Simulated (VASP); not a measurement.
Wanted: the native input for a VASP 6.6.1 run.

* Task: single point
* Functional: b88 exchange, pbe correlation
* Potentials or basis: VASP PAW PBE potentials, release 64 (Nb_sv)
* Cutoff: 500 eV
* k mesh: 11 × 11 × 11
* Occupations: gaussian, width 0.15 eV
* Spin: collinear spin
* Starting moments: [0.5] μB
* Dipole correction: no
* Further INCAR settings: ALGO = Normal; EDIFF = 1e-06; NBANDS = 16

The structure of Nb lies in POSCAR:

```
Nb
1.0
    0.0000000000      2.1150000000      2.1150000000
    2.1150000000      0.0000000000      2.1150000000
    2.1150000000      2.1150000000      0.0000000000
Nb
1
Direct
    0.0000000000      0.0000000000      0.0000000000
```

This isn't the form of Nb at room conditions, which is bcc.

One way to write it, as run:

INCAR

```
PREC = Accurate
ENCUT = 500
EDIFF = 1E-6
ISMEAR = 0
SIGMA = 0.15
LREAL = False
LASPH = True
NELM = 200
ALGO = Normal
ISIF = 2
LWAVE = False
LCHARG = True
ISPIN = 2
MAGMOM = 0.5
LORBIT = 11
LMAXMIX = 4
GGA = LIBXC
LIBXC1 = GGA_X_B88
LIBXC2 = GGA_C_PBE
LELF = True
LVHAR = True
NBANDS = 16
GGA_COMPAT = False
```

KPOINTS

```
regular mesh
0
Gamma
  11 11 11
```

Potentials or basis: VASP PAW PBE potentials, release 64 (Nb_sv).

Command:

```sh
$ cat potpaw_PBE.64/Nb_sv/POTCAR > POTCAR
$ mpirun -np 1 vasp_std > vasp.out
```

It gave:

* Pressure: -2.5 GPa
* Net moment: 0.00 μB per cell
* Valence electrons inside the program's atomic spheres: Nb 10.64

Caveat: the PAW data sets were made with another functional, which shifts forces and pressure a little.

It took 26 s on 1 thread of AMD EPYC 9R45 96-Core Processor (Zen 5) (shared host), peak memory 0.13 GiB.
